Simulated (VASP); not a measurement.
# Li (P6/mmm) in VASP: further runs, part 2 of 2

VASP 6.6.1.

### Step 3. Single point, r2SCAN

This run uses another cell than the first one, of 18.89 Å³/atom.

The input, POSCAR:

```
Li
1.0
    4.8219167128      0.0000000000      0.0000000000
   -2.4109583613      4.1759023735      0.0000000000
    0.0000000000      0.0000000000      2.8147371866
Li
3
Direct
    0.0000000000      0.0000000000      0.0000000000
    0.6666666667      0.3333333333      0.5000000000
    0.3333333333      0.6666666667      0.5000000000
```

The input, INCAR.step1:

```
SYSTEM = Li
PREC = Accurate
ENCUT = 520
ISMEAR = -1
SIGMA = 0.2
LREAL = .False.
LASPH = .True.
NELM = 60
NBANDS = 12
GGA = PE
ALGO = Normal
EDIFF = 1E-4
LWAVE = .True.
LCHARG = .False.
```

The input, INCAR.step2:

```
SYSTEM = Li
PREC = Accurate
ENCUT = 520
EDIFF = 1E-6
ISMEAR = -1
SIGMA = 0.2
LREAL = .False.
LASPH = .True.
NELM = 60
ALGO = Normal
ISIF = 2
LWAVE = .False.
LCHARG = .False.
METAGGA = R2SCAN
LMIXTAU = .True.
NBANDS = 12
ISTART = 1
```

The input, KPOINTS:

```
Automatic mesh
0
Gamma
  7 7 10
  0 0 0
```

Potentials or basis: VASP PAW PBE potentials, release 64 (Li_sv).

Launch:

```
> cat potpaw_PBE.64/Li_sv/POTCAR > POTCAR
> cp INCAR.step1 INCAR
> mpirun -np 1 vasp_std > vasp.out
> cp INCAR.step2 INCAR
> mpirun -np 1 vasp_std > vasp.out
```

OUTCAR:

```text
SYSTEM = Li
   PREC = Accurate
   ENCUT = 520
   EDIFF = 1E-6
   ISMEAR = -1
   LREAL = .False.
   LASPH = .True.
   NELM = 60
   ISIF = 2
   METAGGA = R2SCAN
   ISTART = 1

 ion  position               nearest neighbor table
   1  0.000  0.000  0.000-
   2  0.667  0.333  0.500-
   3  0.333  0.667  0.500-

  LATTYP: Found a hexagonal cell.
 ALAT       =     4.8219167128
 C/A-ratio  =     0.5837382423

  Lattice vectors:

 A1 = (   4.8219167128,   0.0000000000,   0.0000000000)
 A2 = (  -2.4109583613,   4.1759023735,   0.0000000000)
 A3 = (   0.0000000000,   0.0000000000,   2.8147371866)

Analysis of symmetry for initial positions (statically):
=====================================================================
 Subroutine PRICEL returns:
 Original cell was already a primitive cell.

 Routine SETGRP: Setting up the symmetry group for a
 hexagonal supercell.

 Subroutine GETGRP returns: Found 24 space group operations
 (whereof 24 operations were pure point group operations)
 out of a pool of 24 trial point group operations.

The static configuration has the point symmetry D_6h.

Analysis of symmetry for dynamics (positions and initial velocities):
=====================================================================
 Subroutine PRICEL returns:
 Original cell was already a primitive cell.

 Routine SETGRP: Setting up the symmetry group for a
 hexagonal supercell.

 Subroutine GETGRP returns: Found 24 space group operations
 (whereof 24 operations were pure point group operations)
 out of a pool of 24 trial point group operations.

The dynamic configuration has the point symmetry D_6h.

 Subroutine INISYM returns: Found 24 space group operations
 (whereof 24 operations are pure point group operations),
 and found     1 'primitive' translations

----------------------------------------------------------------------------------------

                                     Primitive cell

  volume of cell :      56.6771

  direct lattice vectors                    reciprocal lattice vectors
     4.821916713  0.000000000  0.000000000     0.207386411  0.119734600  0.000000000
    -2.410958361  4.175902373  0.000000000     0.000000000  0.239469200  0.000000000
     0.000000000  0.000000000  2.814737187     0.000000000  0.000000000  0.355272956

  length of vectors
     4.821916713  4.821916720  2.814737187     0.239469200  0.239469200  0.355272956

  position of ions in fractional coordinates (direct lattice)
     0.000000000  0.000000000  0.000000000
     0.666666667  0.333333333  0.500000000
     0.333333333  0.666666667  0.500000000

  ion indices of the primitive-cell ions
   primitive index   ion index
                 1           1
                 2           2
                 3           3

----------------------------------------------------------------------------------------

 KPOINTS: Automatic mesh

Automatic generation of k-mesh.
 Grid dimensions read from file:
 generate k-points for:    7    7   10

 Generating k-lattice:

  Cartesian coordinates                     Fractional coordinates (reciprocal lattice)
     0.029626630  0.017104943  0.000000000     0.142857143  0.000000000  0.000000000
     0.000000000  0.034209886  0.000000000     0.000000000  0.142857143  0.000000000
     0.000000000  0.000000000  0.035527296     0.000000000  0.000000000  0.100000000

  Length of vectors
     0.034209886  0.034209886  0.035527296

  Shift w.r.t. Gamma in fractional coordinates (k-lattice)
     0.000000000  0.000000000  0.000000000

 Subroutine IBZKPT returns following result:
 ===========================================

 Found     48 irreducible k-points:

 Following reciprocal coordinates:
            Coordinates               Weight
  0.000000  0.000000  0.000000      1.000000
  0.142857  0.000000  0.000000      6.000000
  0.285714  0.000000  0.000000      6.000000
  0.428571  0.000000  0.000000      6.000000
  0.142857  0.142857  0.000000      6.000000
  0.285714  0.142857  0.000000     12.000000
[... 16 lines left out ...]
  0.428571  0.142857  0.200000     12.000000
  0.285714  0.285714  0.200000     12.000000
 [... further k-points ...]
   k-points           NKPTS =     48   k-points in BZ     NKDIM =     48   number of bands    NBANDS=     12
   number of dos      NEDOS =    301   number of ions     NIONS =      3
   total plane-waves  NPLWV =  31104
   dimension x,y,z NGX =    36 NGY =   36 NGZ =   24
   dimension x,y,z NGXF=    72 NGYF=   72 NGZF=   48
   ions per type =               3
   NGX,Y,Z   is equivalent  to a cutoff of  12.41, 12.41, 14.18 a.u.
   NGXF,Y,Z  is equivalent  to a cutoff of  24.82, 24.82, 28.35 a.u.
 SYSTEM =  Li
   PREC   = accura    normal or accurate (medium, high low for compatibility)
   ISTART =      1    job   : 0-new  1-cont  2-samecut
   ICHARG =      0    charge: 1-file 2-atom 10-const
   ISPIN  =      1    spin polarized calculation?
   LNONCOLLINEAR =      F non collinear calculations
   LSORBIT =      F    spin-orbit coupling
   LASPH  =      T    aspherical Exc in radial PAW
   ENCUT  =  520.0 eV  38.22 Ry    6.18 a.u.   8.97  8.97  5.23*2*pi/ulx,y,z
   NELM   =     60;   NELMIN=  2; NELMDL=  0     # of ELM steps
   EDIFF  = 0.1E-05   stopping-criterion for ELM
   LREAL  =      F    real-space projection
   EDIFFG = 0.1E-04   stopping-criterion for IOM
   NSW    =      0    number of steps for IOM
   IBRION =     -1    ionic relax: 0-MD 1-quasi-New 2-CG
   NFREE  =      0    steps in history (QN), initial steepest desc. (CG)
   ISIF   =      2    stress and relaxation
   ISYM   =      2    0-nonsym 1-usesym 2-fastsym
   POTIM  = 0.5000    time-step for ionic-motion
   TEBEG  =    0.0;   TEEND  =   0.0 temperature during run
   PSTRESS=    0.0 pullay stress
   NELECT =       9.0000    total number of electrons
   NUPDOWN=      -1.0000    fix difference up-down
   EMIN   =  10.00;   EMAX   =-10.00  energy-range for DOS
   EFERMI =   0.00;   METHOD = LEGACY
   ISMEAR =    -1;   SIGMA  =   0.20  broadening in eV -4-tet -1-fermi 0-gaus
   EFERMI_NEDOS =   21; number of points for ismear=-14 and -15
   IALGO  =     38    algorithm
   IMIX   =      4    mixing-type and parameters
     AMIX     =   0.40;   BMIX     =  1.00
     AMIX_MAG =   1.60;   BMIX_MAG =  1.00
  volume/ion in A,a.u.               =      18.89       127.49
  Fermi-wavevector in a.u.,A,eV,Ry     =   0.886516  1.675272 10.692953  0.785910
  Thomas-Fermi vector in A             =   2.007692
   LORBIT       =      0    0 simple, 1 ext, 2 COOP (PROOUT), +10 PAW based schemes
   METAGGA = R2SCAN    functional components
   LHFCALC =     F    Hartree Fock is set to
   AEXX    =    0.0000 exact exchange contribution
   IVDW    =     0    specifies the selected vdW correction
   LEPSILON=     F    determine dielectric tensor
   LRPA    =     F    only Hartree local field effects (RPA)
 non-spin polarized calculation
  energy-cutoff  :      520.00
  volume of cell :       56.68
 maximum number of plane-waves:      1553
 NGX is ok and might be reduce to    36
   NGX = 17   NGY = 17   NGZ = 11

 number of electron       9.0000040 magnetization

 Free energy of the ion-electron system (eV)
  ---------------------------------------------------
  ext. energy  EPLUGINS =         0.00000000
  ---------------------------------------------------
  free energy    TOTEN  =        -7.16564960 eV

  energy without entropy =       -6.99930688  energy(sigma->0) =       -7.08247824

 E-fermi :   0.8416     XC(G=0):  -7.6337

 val. band max:        0.8399736124   @ k =   0.2857   0.2857   0.3000
 cond. band min:       0.8955013539   @ k =   0.2857   0.2857   0.4000
 fundamental gap:      0.0555277415
 Fermi energy:         0.8415547976

 k-point     1 :       0.0000    0.0000    0.0000
  band No.  band energies     occupation
      1     -47.1826      2.00000
      2     -47.1546      2.00000
      3     -47.0470      2.00000
      4      -3.1301      2.00000
      5       3.1794      0.00002
      6       3.1796      0.00002
      7       3.2294      0.00001
      8       3.2296      0.00001
      9       7.5946      0.00000
     10       7.8335      0.00000
     11      12.6623      0.00000
     12      17.3120      0.00000
[... 331 lines left out ...]
 k-point    24 :       0.2857    0.2857    0.2000
  band No.  band energies     occupation
      1     -47.1652      2.00000
      2     -47.1603      2.00000
      3     -47.0424      2.00000
      4      -0.8427      1.99956
      5       0.0919      1.95398
      6       0.1515      1.93849
      7       7.0835      0.00000
      8       7.2155      0.00000
      9       9.0570      0.00000
     10      10.5977      0.00000
     11      10.9085      0.00000
     12      11.4177      0.00000

 [... further k-points ...]
[... 5 lines left out ...]
  --------------------------------------------------------------------------------------
  -------------------------------------------------------------------------------------
  Total        0.3720322      0.3720322      0.5381558     -0.0000000      0.0000000     -0.0000000
  in kB       10.5167917     10.5167917     15.2128544     -0.0000000      0.0000000     -0.0000000
  external PRESSURE =      12.0821459 kB  Pullay stress =       0.0000000 kB

 VOLUME and BASIS-vectors are now :
 -----------------------------------------------------------------------------
  energy-cutoff  :      520.00
  volume of cell :       56.68
      direct lattice vectors                 reciprocal lattice vectors
     4.821916713  0.000000000  0.000000000     0.207386411  0.119734600  0.000000000
    -2.410958361  4.175902373  0.000000000     0.000000000  0.239469200  0.000000000
     0.000000000  0.000000000  2.814737187     0.000000000  0.000000000  0.355272956

 POSITION                                       TOTAL-FORCE (eV/Angst)
 -----------------------------------------------------------------------------------
      0.00000      0.00000      0.00000        -0.000000     -0.000000     -0.000000
      2.41096      1.39197      1.40737        -0.000000      0.000000     -0.000000
     -0.00000      2.78393      1.40737         0.000000     -0.000000      0.000000
 -----------------------------------------------------------------------------------
    total drift:                                0.000000      0.000000     -0.000000

  FREE ENERGIE OF THE ION-ELECTRON SYSTEM (eV)
  ---------------------------------------------------
  free  energy   TOTEN  =        -7.1656496029 eV

  energy  without entropy=       -6.9993068830  energy(sigma->0) =       -7.08247824
```

It took 1.9 min on 1 thread of Intel Xeon 8259CL, shared host; peak memory 0.18 GiB.

What came out:

| Property | Result |
| --- | --- |
| Free energy | -7.1656 eV |
| Band gap on the k mesh | zero (an odd number of electrons rules out a gap without spin polarisation) |

Caveat: the cutoff is under 1.25 times the usual one of these potentials, so pressure, stress and relaxed cells hold a basis-set (Pulay) error; the PAW data sets were made with another functional, which shifts forces and pressure a little.

### Step 4. Single point, r2SCAN

This run uses another cell than the first one, of 19.40 Å³/atom.

The input, POSCAR:

```
Li
1.0
    4.8649718187      0.0000000000      0.0000000000
   -2.4324859143      4.2131891891      0.0000000000
    0.0000000000      0.0000000000      2.8398700985
Li
3
Direct
    0.0000000000      0.0000000000      0.0000000000
    0.6666666667      0.3333333333      0.5000000000
    0.3333333333      0.6666666667      0.5000000000
```

The input, INCAR.step1:

```
SYSTEM = Li
PREC = Accurate ; ENCUT = 520
ISMEAR = -1 ; SIGMA = 0.2
LREAL = .FALSE. ; LASPH = .TRUE.
NELM = 80 ; NBANDS = 12
GGA = PE ; ALGO = Normal
EDIFF = 1E-4 ; LWAVE = .TRUE.
LCHARG = .FALSE.
```

The input, INCAR.step2:

```
SYSTEM = Li
PREC = Accurate ; ENCUT = 520
EDIFF = 1E-6 ; ISMEAR = -1
SIGMA = 0.2 ; LREAL = .FALSE.
LASPH = .TRUE. ; NELM = 80
ALGO = Normal ; ISIF = 2
LWAVE = .FALSE. ; LCHARG = .TRUE.
METAGGA = R2SCAN ; LMIXTAU = .TRUE.
LELF = .TRUE. ; LVHAR = .TRUE.
NBANDS = 12 ; ISTART = 1
```

The input, KPOINTS:

```
regular mesh
0
G
  7 7 10
  0 0 0
```

Launch:

```
> cat potpaw_PBE.64/Li_sv/POTCAR > POTCAR
> cp INCAR.step1 INCAR
> mpirun -np 1 vasp_std > vasp.out
> cp INCAR.step2 INCAR
> mpirun -np 1 vasp_std > vasp.out
```

Run time: 1.8 min. Hardware: 1 thread of Intel Xeon 8259CL, shared host; peak memory 0.17 GiB.

The run converged. Its results:

```
Free energy            : -7.1782 eV
Band gap on the k mesh : zero (an odd number of electrons rules out a gap without spin polarisation)
```

Levels at points of the mesh, in eV from the Fermi level:
```tsv
k point	band 1	band 2	band 3	band 4	band 5	band 6	band 7	band 8
(0.00, 0.00, 0.00)	-48.06	-48.03	-47.92	-3.94	2.31	2.31	2.36	2.36
(0.00, 0.00, 0.50)	-48.04	-48.02	-47.91	-0.58	0.19	6.12	6.19	6.19
```

Caveat: the cutoff is under 1.25 times the usual one of these potentials, so pressure, stress and relaxed cells hold a basis-set (Pulay) error; the PAW data sets were made with another functional, which shifts forces and pressure a little.

### Step 5. Single point, r2SCAN

This run uses another cell than the first one, of 19.91 Å³/atom.

The input, POSCAR:

```
Li
1.0
    4.9072780450      0.0000000000      0.0000000000
   -2.4536390275      4.2498274558      0.0000000000
    0.0000000000      0.0000000000      2.8645658606
Li
3
Direct
    0.0000000000      0.0000000000      0.0000000000
    0.6666666667      0.3333333333      0.5000000000
    0.3333333333      0.6666666667      0.5000000000
```

The input, INCAR.step1:

```
ALGO = Normal
EDIFF = 1E-4
ENCUT = 520
GGA = PE
ISMEAR = -1
LASPH = True
LCHARG = False
LREAL = False
LWAVE = True
NBANDS = 12
NELM = 100
PREC = Accurate
SIGMA = 0.2
```

The input, INCAR.step2:

```
ALGO = Normal
EDIFF = 1E-6
ENCUT = 520
ISIF = 2
ISMEAR = -1
ISTART = 1
LASPH = True
LCHARG = False
LMIXTAU = True
LREAL = False
LWAVE = False
METAGGA = R2SCAN
NBANDS = 12
NELM = 100
PREC = Accurate
SIGMA = 0.2
```

The input, KPOINTS:

```
k-points
0
Gamma
  7 7 10
```

Potentials or basis: VASP PAW PBE potentials, release 64 (Li_sv).

Launch:

```
> cat potpaw_PBE.64/Li_sv/POTCAR > POTCAR
> cp INCAR.step1 INCAR
> mpirun -np 1 vasp_std > vasp.out
> cp INCAR.step2 INCAR
> mpirun -np 1 vasp_std > vasp.out
```

OUTCAR:

```text
EDIFF = 1E-6
   ENCUT = 520
   ISIF = 2
   ISMEAR = -1
   ISTART = 1
   LASPH = True
   LREAL = False
   METAGGA = R2SCAN
   NELM = 100
   PREC = Accurate

 ion  position               nearest neighbor table
   1  0.000  0.000  0.000-
   2  0.667  0.333  0.500-
   3  0.333  0.667  0.500-

  LATTYP: Found a hexagonal cell.
 ALAT       =     4.9072780450
 C/A-ratio  =     0.5837382423

  Lattice vectors:

 A1 = (   4.9072780450,   0.0000000000,   0.0000000000)
[... 539 lines left out ...]
      8       6.8421      0.00000
      9       8.6312      0.00000
     10      10.0920      0.00000
     11      10.4056      0.00000
     12      10.8826      0.00000

 [... further k-points ...]
[... 5 lines left out ...]
  --------------------------------------------------------------------------------------
  -------------------------------------------------------------------------------------
  Total        0.0050145      0.0050145      0.2902286     -0.0000000      0.0000000     -0.0000000
  in kB        0.1344830      0.1344830      7.7835916     -0.0000000      0.0000000     -0.0000000
  external PRESSURE =       2.6841859 kB  Pullay stress =       0.0000000 kB

 VOLUME and BASIS-vectors are now :
 -----------------------------------------------------------------------------
  energy-cutoff  :      520.00
  volume of cell :       59.74
      direct lattice vectors                 reciprocal lattice vectors
     4.907278045  0.000000000  0.000000000     0.203778957  0.117651836  0.000000000
    -2.453639027  4.249827456  0.000000000     0.000000000  0.235303671  0.000000000
     0.000000000  0.000000000  2.864565861     0.000000000  0.000000000  0.349093038

 POSITION                                       TOTAL-FORCE (eV/Angst)
 -----------------------------------------------------------------------------------
      0.00000      0.00000      0.00000         0.000000     -0.000000      0.000000
      2.45364      1.41661      1.43228        -0.000000      0.000000      0.000000
     -0.00000      2.83322      1.43228         0.000000     -0.000000      0.000000
 -----------------------------------------------------------------------------------
    total drift:                                0.000000      0.000000     -0.000000

  FREE ENERGIE OF THE ION-ELECTRON SYSTEM (eV)
  ---------------------------------------------------
  free  energy   TOTEN  =        -7.1864156057 eV

  energy  without entropy=       -7.0166905467  energy(sigma->0) =       -7.10155308
```

OUTCAR.step1:

```text
EDIFF = 1E-4
   ENCUT = 520
   GGA = PE
   ISMEAR = -1
   LASPH = True
   LREAL = False
[... 583 lines left out ...]
      0.00000      0.00000      0.00000        -0.000000      0.000000      0.000000
      2.45364      1.41661      1.43228        -0.000000      0.000000      0.000000
     -0.00000      2.83322      1.43228         0.000000     -0.000000     -0.000000
 -----------------------------------------------------------------------------------
    total drift:                                0.000000      0.000000     -0.000000

  FREE ENERGIE OF THE ION-ELECTRON SYSTEM (eV)
  ---------------------------------------------------
  free  energy   TOTEN  =        -5.7696258308 eV

  energy  without entropy=       -5.5857100603  energy(sigma->0) =       -5.67766795
```

It took 2.8 min on 1 thread of Intel Xeon 8259CL, shared host; peak memory 0.18 GiB.

Results:

```
Free energy            : -7.1864 eV
Band gap on the k mesh : zero (an odd number of electrons rules out a gap without spin polarisation)
```

Levels at points of the mesh, in eV from the Fermi level:
| k point | band 1 | band 2 | band 3 | band 4 | band 5 | band 6 | band 7 | band 8 | band 9 |
| --- | --- | --- | --- | --- | --- | --- | --- | --- | --- |
| (0.00, 0.00, 0.00) | -48.11 | -48.08 | -47.97 | -3.90 | 2.28 | 2.28 | 2.33 | 2.33 | 6.43 |
| (0.00, 0.00, 0.50) | -48.09 | -48.07 | -47.96 | -0.57 | 0.18 | 6.01 | 6.09 | 6.09 | 7.01 |

Caveat: the cutoff is under 1.25 times the usual one of these potentials, so pressure, stress and relaxed cells hold a basis-set (Pulay) error; the PAW data sets were made with another functional, which shifts forces and pressure a little.

### Step 6. The runs side by side

| cell | gap on the mesh (eV) |
| --- | --- |
| a = 4.778, b = 4.778, c = 2.789 Å, angles 90.0, 90.0, 120.0°, 3 atoms | none |
| a = 4.822, b = 4.822, c = 2.815 Å, angles 90.0, 90.0, 120.0°, 3 atoms | none |
| a = 4.865, b = 4.865, c = 2.840 Å, angles 90.0, 90.0, 120.0°, 3 atoms | none |
| a = 4.907, b = 4.907, c = 2.865 Å, angles 90.0, 90.0, 120.0°, 3 atoms | none |

Alike in all rows: task single point; level r2SCAN; potentials or basis VASP PAW PBE potentials, release 64 (Li_sv); no spin polarisation; k mesh 7 × 7 × 10; cutoff (eV) 520; smearing fermi-dirac 0.2 eV.

Caveats: the cutoff is under 1.25 times the usual one of these potentials, so pressure, stress and relaxed cells hold a basis-set (Pulay) error; the PAW data sets were made with another functional, which shifts forces and pressure a little.

Total energies depend on the potentials used, so only differences within one code and one set of settings carry meaning.
